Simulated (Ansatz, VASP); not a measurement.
# One calculation of TePb, two programs

Contents of INCAR:

```
PREC = Accurate
ENCUT = 520
EDIFF = 1E-6
ISMEAR = 0
SIGMA = 0.05
LREAL = False
LASPH = True
NELM = 80
ALGO = Normal
ISIF = 2
LWAVE = False
LCHARG = True
GGA = PS
LELF = True
LVHAR = True
NBANDS = 17
```

File KPOINTS:

```
regular mesh
0
Gamma
  10 10 10
```

File POSCAR:

```
TePb
1.0
    0.0000000000      3.0394464733      3.0394464733
    3.0394464733      0.0000000000      3.0394464733
    3.0394464733      3.0394464733      0.0000000000
Te Pb
1 1
Direct
    0.5000000000      0.5000000000      0.5000000000
    0.0000000000      0.0000000000      0.0000000000
```

Input for Ansatz:

```yaml
crystal:
  lattice:
    - [0.0, 3.0394464733, 3.0394464733]
    - [3.0394464733, 0.0, 3.0394464733]
    - [3.0394464733, 3.0394464733, 0.0]
  atoms:
    - { symbol: Te, position: [0.5, 0.5, 0.5] }
    - { symbol: Pb, position: [0.0, 0.0, 0.0] }
basis:
  ecutwfc: 420
  ecutrho_ratio: 4
kpoints:
  mp_grid: { grid: [10, 10, 10] }
hamiltonian:
  xc: pbesol
scf:
  occupations: { method: gaussian, width: 0.05 }
output:
  forces: true
  stress: true
  eigenvalues: true
```

Alike in both runs: task single point; functional PBEsol; k mesh 10 × 10 × 10; occupations gaussian, width 0.05 eV; no spin polarisation.

```csv
,VASP,Ansatz
version,VASP 6.6.1,Ansatz 0.2.0
potentials or method,"VASP PAW PBE potentials, release 64 (Te, Pb_d), cutoff 520 eV","scalar-relativistic, plane waves, PAW"
valence electrons in the cell,20,30
```

```tsv
	VASP	Ansatz	Ansatz less VASP
gap on the k mesh at the Fermi level (eV)	0.17	0.16	-0.006
least direct gap on the mesh (eV)	0.17	0.16	-0.006
pressure (GPa)	11.6	11.6	+0.03
```

VASP's potentials were made for PBE, not for PBEsol. The functional is the same, so the differences come from potentials, cutoffs and numerics. VASP's potentials hold 20 valence electrons a cell and Ansatz's 30, so a difference there can come from the potentials and not from the codes.

Neither program's run includes spin-orbit coupling.
